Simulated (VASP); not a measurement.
Write the native input for VASP 6.6.1 that does the following.

```
Task                   : single point
Functional             : PBEsol
Potentials or basis    : VASP PAW PBE potentials, release 64 (Ba_sv, Te)
Cutoff                 : 520 eV
k mesh                 : 10 × 10 × 10
Occupations            : fermi-dirac, width 0.05 eV
Spin                   : no spin polarisation
Dipole correction      : no
Further INCAR settings : ALGO = Normal; EDIFF = 1e-07; NBANDS = 15
```

The structure of BaTe lies in POSCAR:

```
BaTe
1.0
    0.0000000000      3.3418000000      3.4100000000
    3.3418000000      0.0000000000      3.4100000000
    3.3418000000      3.3418000000      0.0000000000
Ba Te
1 1
Direct
    0.0000000000      0.0000000000      0.0000000000
    0.5000000000      0.5000000000      0.5000000000
```

This cell differs from its parent crystal: equal xx and yy strain of -2 %.

One way to write it, as run:

INCAR

```
SYSTEM = BaTe
  PREC = Accurate
  ENCUT = 520
  EDIFF = 1E-7
  ISMEAR = -1
  SIGMA = 0.05
  LREAL = .False.
  LASPH = .True.
  NELM = 60
  ALGO = Normal
  ISIF = 2
  LWAVE = .False.
  LCHARG = .False.
  GGA = PS
  NBANDS = 15
```

KPOINTS

```
regular mesh
0
Gamma
  10 10 10
  0 0 0
```

Potentials or basis: VASP PAW PBE potentials, release 64 (Ba_sv, Te).

The run is started by

```console
$ cat potpaw_PBE.64/Ba_sv/POTCAR potpaw_PBE.64/Te/POTCAR > POTCAR
$ mpirun -np 1 vasp_std > vasp.out
```

Results of the run:

```yaml
Pressure: 4.3 GPa
Band_gap_on_the_k_mesh: 1.09 eV (least direct gap 1.46 eV)
```

Caveat: the cell differs from its parent crystal (equal xx and yy strain of -2 %); the cell stands under pressure; the PAW data sets were made with another functional, which shifts forces and pressure a little; spin-orbit coupling is left out, which moves the levels of the heavy elements.

It took 60 s on 1 thread of Intel(R) Xeon(R) Platinum 8488C (Sapphire Rapids) (shared host), peak memory 0.29 GiB.
